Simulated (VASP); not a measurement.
**PtSeS4: single point with PBE**

PtSeS4:

```
Pt Se S
1.0
     6.56703    0.00000    0.00000
    -3.28352    5.68722    0.00000
     0.00000    0.00000    3.14732
Pt Se S
1 1 4
Cartesian
  0.0000 3.7915 0.0000
  0.0000 0.0000 0.0000
  3.2835 1.8957 0.0000
  0.0000 5.6337 1.5737
  -1.5954 2.8704 1.5737
  1.5954 2.8704 1.5737
```

The cell was built from a structure type or drawn by symmetry, and may not be a known phase.

| Property | Result |
| --- | --- |
| Program | VASP 6.6.1 |
| Task | single point |
| Functional | PBE |
| Potentials or basis | VASP PAW PBE potentials, release 64 (Pt, Se, S) |
| Cutoff | 520 eV |
| k mesh | 3 × 3 × 6 |
| Occupations | gaussian, width 0.1 eV |
| Spin | no spin polarisation |
| Dipole correction | no |
| Further INCAR settings | ALGO = Normal; EDIFF = 1e-06; NBANDS = 29 |

```
Pressure               : -0.2 GPa
Largest force          : 0.003 eV/Å
Band gap on the k mesh : zero (bands 20 and 21 overlap by 1.69 eV)
```

Forces in eV/Å, atoms in the order of the input:
```
Pt   0.000  0.000  0.000
Se   0.000  0.000  0.000
S    0.000  0.000  0.000
S    0.000 -0.003  0.000
S    0.003  0.002  0.000
S   -0.003  0.002  0.000
```

Levels at points of the mesh, in eV from the Fermi level:
| k point | band 16 | band 17 | band 18 | band 19 | band 20 | band 21 | band 22 | band 23 | band 24 | band 25 |
| --- | --- | --- | --- | --- | --- | --- | --- | --- | --- | --- |
| (0.00, 0.00, 0.00) | -1.25 | -0.85 | 0.69 | 0.69 | 1.15 | 1.15 | 1.15 | 1.33 | 1.33 | 2.13 |
| (0.00, 0.00, 0.50) | -1.55 | -1.55 | -1.23 | -1.23 | -0.09 | 0.68 | 1.00 | 1.00 | 1.44 | 1.44 |

It took 22 s on 1 thread of Intel(R) Xeon(R) 6975P-C (Granite Rapids), with other jobs on the host, peak memory 0.24 GiB.

Caveat: the k points lie up to 0.37 Å⁻¹ apart, too coarse for converged energies and pressures of a metal; spin-orbit coupling is left out, which moves the levels of the heavy elements.
